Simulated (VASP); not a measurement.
# H (P1) in VASP: further runs, part 2 of 2

VASP 6.6.1. Earlier steps stand in the parts before.

### Step 3. Single point, PBEsol (atoms moved at random and the cell strained at random)

File INCAR:

```
SYSTEM = H
PREC = Accurate
ENCUT = 520
EDIFF = 1E-6
ISMEAR = 0
SIGMA = 0.02
LREAL = .False.
LASPH = .True.
NELM = 100
ALGO = Normal
ISIF = 2
LWAVE = .False.
LCHARG = .False.
GGA = PS
NBANDS = 10
```

File KPOINTS:

```
Automatic mesh
0
Gamma
  6 6 6
  0 0 0
```

File POSCAR:

```
H
1.0
    2.6106004258     -2.5489972608      0.0171045564
    2.5611606291      2.4984677729      0.0231136646
    0.0317472335      0.0048479850      4.1122446782
H
4
Direct
    0.9670020716      0.0132667702      0.0564372334
    0.4541963689      0.5721292699      0.4012082280
    0.5369673576      0.4431455253      0.4925972676
    0.0792056082      0.9373123850      0.9117002412
```

Potentials or basis: VASP PAW PBE potentials, release 64 (H).

Run with:

```console
$ cat potpaw_PBE.64/H/POTCAR > POTCAR
$ mpirun -np 1 vasp_std > vasp.out
```

OUTCAR:

```text
SYSTEM = H
   PREC = Accurate
   ENCUT = 520
   EDIFF = 1E-6
   ISMEAR = 0
   LREAL = .False.
   LASPH = .True.
   NELM = 100
   ISIF = 2
   GGA = PS

 ion  position               nearest neighbor table
   1  0.967  0.013  0.056-   4 0.77
   2  0.454  0.572  0.401-   3 0.66
   3  0.537  0.443  0.493-   2 0.66
   4  0.079  0.937  0.912-   1 0.77

  LATTYP: Found a triclinic cell.
 ALAT       =     5.4163700223
 B/A-ratio  =     0.6605986721
 C/A-ratio  =     1.0102706775
 COS(alpha) =     0.0066143854
 COS(beta)  =     0.5702144879
 COS(gamma) =     0.6508736415

  Lattice vectors:

 A1 = (   2.5294133956,   2.4936197879,  -4.0891310136)
 A2 = (   2.5611606291,   2.4984677729,   0.0231136646)
 A3 = (   2.5788531923,  -2.5538452458,  -4.0951401218)

Analysis of symmetry for initial positions (statically):
=====================================================================
 Subroutine PRICEL returns:
 Original cell was already a primitive cell.

 Routine SETGRP: Setting up the symmetry group for a
 triclinic supercell.

 Subroutine GETGRP returns: Found  1 space group operations
 (whereof  1 operations were pure point group operations)
 out of a pool of  2 trial point group operations.

The static configuration has the point symmetry C_1 .

Analysis of symmetry for dynamics (positions and initial velocities):
=====================================================================
 Subroutine PRICEL returns:
 Original cell was already a primitive cell.

 Routine SETGRP: Setting up the symmetry group for a
 triclinic supercell.

 Subroutine GETGRP returns: Found  1 space group operations
[... 123 lines left out ...]
   EFERMI_NEDOS =   21; number of points for ismear=-14 and -15
   IALGO  =     38    algorithm
   IMIX   =      4    mixing-type and parameters
     AMIX     =   0.40;   BMIX     =  1.00
     AMIX_MAG =   1.60;   BMIX_MAG =  1.00
  volume/ion in A,a.u.               =      13.42        90.54
  Fermi-wavevector in a.u.,A,eV,Ry     =   0.688965  1.301956  6.458321  0.474673
  Thomas-Fermi vector in A             =   1.769916
   LORBIT       =      0    0 simple, 1 ext, 2 COOP (PROOUT), +10 PAW based schemes
   GGA     = PS    functional components
   LHFCALC =     F    Hartree Fock is set to
   AEXX    =    0.0000 exact exchange contribution
   IVDW    =     0    specifies the selected vdW correction
   LEPSILON=     F    determine dielectric tensor
   LRPA    =     F    only Hartree local field effects (RPA)
 non-spin polarized calculation
 Gauss-broadening in eV      SIGMA  =   0.02
  energy-cutoff  :      520.00
  volume of cell :       53.67
 maximum number of plane-waves:      1462
   NGX = 13   NGY = 13   NGZ = 15

 number of electron       3.9999999 magnetization

 Free energy of the ion-electron system (eV)
  ---------------------------------------------------
  ext. energy  EPLUGINS =         0.00000000
  ---------------------------------------------------
  free energy    TOTEN  =       -12.85046887 eV

  energy without entropy =      -12.85046887  energy(sigma->0) =      -12.85046887

 E-fermi :  -8.3964     XC(G=0):  -4.9507

 val. band max:       -8.4768039605   @ k =   0.0000   0.0000   0.0000
 cond. band min:       0.5437124652   @ k =  -0.0000   0.5000   0.5000
 fundamental gap:      9.0205164256
 Fermi energy:        -8.3963822607

 k-point     1 :       0.0000    0.0000    0.0000
  band No.  band energies     occupation
      1     -10.4410      2.00000
      2      -8.4768      2.00000
      3       3.1089      0.00000
      4       4.2329      0.00000
      5       5.1271      0.00000
      6       7.0254      0.00000
      7       7.1932      0.00000
      8       8.7224      0.00000
      9      11.1508      0.00000
     10      11.7639      0.00000
[... 287 lines left out ...]
 k-point    24 :       0.5000   -0.0000    0.1667
  band No.  band energies     occupation
      1      -9.5823      2.00000
      2      -8.9880      2.00000
      3       1.6058      0.00000
      4       2.2279      0.00000
      5       6.0710      0.00000
      6       6.5720      0.00000
      7       8.6834      0.00000
      8       9.4142      0.00000
      9      11.2257      0.00000
     10      11.5712      0.00000

 [... further k-points ...]
[... 5 lines left out ...]
  --------------------------------------------------------------------------------------
  -------------------------------------------------------------------------------------
  Total        0.0475768      1.8335136      0.8095463      0.4258750     -1.4918247     -0.2683534
  in kB        1.4204082     54.7396898     24.1690663     12.7145315    -44.5385411     -8.0117126
  external PRESSURE =      26.7763881 kB  Pullay stress =       0.0000000 kB

 VOLUME and BASIS-vectors are now :
 -----------------------------------------------------------------------------
  energy-cutoff  :      520.00
  volume of cell :       53.67
      direct lattice vectors                 reciprocal lattice vectors
     2.610600426 -2.548997261  0.017104556     0.191450087 -0.196242519 -0.001246674
     2.561160629  2.498467773  0.023113665     0.195325686  0.200034539 -0.001743771
     0.031747233  0.004847985  4.112244678    -0.001894187 -0.000308077  0.243191178

 POSITION                                       TOTAL-FORCE (eV/Angst)
 -----------------------------------------------------------------------------------
      2.56023     -2.43147      0.24893         0.040355     -0.168904     -0.233053
      2.66378      0.27365      1.67086         0.763335      3.685645     -2.601931
      2.55241     -0.25916      2.04511        -0.764503     -3.692484      2.613089
      2.63633      2.14437      3.77215        -0.039187      0.175743      0.221895
 -----------------------------------------------------------------------------------
    total drift:                                0.000192     -0.000058     -0.000013

  FREE ENERGIE OF THE ION-ELECTRON SYSTEM (eV)
  ---------------------------------------------------
  free  energy   TOTEN  =       -12.8504688668 eV

  energy  without entropy=      -12.8504688668  energy(sigma->0) =      -12.85046887
```

OSZICAR:

```text
N       E                     dE             d eps       ncg     rms          rms(c)
DAV:   1    -0.925699831865E+01   -0.92570E+01   -0.11745E+03  2240   0.263E+02
DAV:   2    -0.139578053325E+02   -0.47008E+01   -0.46511E+01  2882   0.413E+01
DAV:   3    -0.140887034107E+02   -0.13090E+00   -0.13082E+00  2662   0.519E+00
DAV:   4    -0.140891209024E+02   -0.41749E-03   -0.41749E-03  2474   0.339E-01
DAV:   5    -0.140891227511E+02   -0.18487E-05   -0.18487E-05  2560   0.219E-02    0.656E+00
DAV:   6    -0.132212766144E+02    0.86785E+00   -0.42319E-01  2354   0.243E+00    0.354E+00
DAV:   7    -0.128391375436E+02    0.38214E+00   -0.81969E-01  2356   0.355E+00    0.403E-01
DAV:   8    -0.128513604954E+02   -0.12223E-01   -0.14641E-02  2326   0.498E-01    0.194E-01
DAV:   9    -0.128504314511E+02    0.92904E-03   -0.20607E-03  2508   0.212E-01    0.302E-02
DAV:  10    -0.128504483184E+02   -0.16867E-04   -0.76786E-05  2442   0.477E-02    0.960E-03
DAV:  11    -0.128504687818E+02   -0.20463E-04   -0.18667E-05  2418   0.250E-02    0.364E-03
DAV:  12    -0.128504688668E+02   -0.85012E-07   -0.75359E-07  2532   0.481E-03
   1 F= -.12850469E+02 E0= -.12850469E+02  d E =-.496409E-11
```

Wall time 90 s (1 thread of Intel Xeon 6975P-C, shared host); peak memory 0.18 GiB.

What came out:

```yaml
Free_energy: -12.8505 eV
Pressure: 2.7 GPa
Largest_force: 4.588 eV/Å
Band_gap_on_the_k_mesh: 9.02 eV, indirect (least direct gap 9.41 eV)
```

Forces on the atoms (eV/Å):
```
H    0.040 -0.169 -0.233
H    0.763  3.686 -2.602
H   -0.765 -3.692  2.613
H   -0.039  0.176  0.222
```

Caveat: the cell differs from its parent crystal (atoms moved at random and the cell strained at random); the PAW data sets were made with another functional, which shifts forces and pressure a little. A k mesh can miss the band edges.

### Step 4. Single point, PBEsol

File INCAR:

```
PREC = Accurate
ENCUT = 520
EDIFF = 1E-6
ISMEAR = 0
SIGMA = 0.02
LREAL = False
LASPH = True
NELM = 100
ALGO = Normal
ISIF = 2
LWAVE = False
LCHARG = False
GGA = PS
NBANDS = 10
```

File KPOINTS:

```
regular mesh
0
Gamma
  6 6 6
```

POSCAR is that of step 3.

Run with:

```console
$ cat potpaw_PBE.64/H/POTCAR > POTCAR
$ mpirun -np 1 vasp_std > vasp.out
```

Wall time 74 s (1 thread of Intel Xeon 6975P-C, shared host); peak memory 0.18 GiB.

It converged, with:

| Item | Value |
| --- | --- |
| Free energy | -12.8505 eV |
| Pressure | 2.7 GPa |
| Largest force | 4.588 eV/Å |
| Band gap on the k mesh | 9.02 eV, indirect (least direct gap 9.41 eV) |

Forces in eV/Å, atoms in the order of the input:
```
H    0.040 -0.169 -0.233
H    0.763  3.686 -2.602
H   -0.765 -3.692  2.613
H   -0.039  0.176  0.222
```

Stress tensor (GPa, compression positive):
```
 0.14  1.27 -0.80
 1.27  5.47 -4.45
-0.80 -4.45  2.42
```

Levels at points of the mesh, in eV from the valence-band top:
```csv
k point,band 1,band 2,band 3,band 4,band 5
"(0.00, 0.00, 0.00)",-1.96,0.00,11.59,12.71,13.60
"(0.50, 0.00, 0.00)",-1.14,-0.55,10.51,11.26,13.96
"(0.00, 0.50, 0.00)",-1.09,-0.52,10.58,11.16,13.62
"(0.50, 0.50, 0.00)",-0.85,-0.24,9.54,10.51,14.37
"(0.00, 0.00, 0.50)",-1.31,-0.67,10.22,11.42,15.45
"(0.50, 0.00, 0.50)",-1.00,-0.40,9.07,9.62,15.93
"(0.00, 0.50, 0.50)",-0.95,-0.39,9.02,9.81,15.86
"(0.50, 0.50, 0.50)",-0.75,-0.15,10.88,11.38,12.52
```

Caveat: the PAW data sets were made with another functional, which shifts forces and pressure a little. A k mesh can miss the band edges.
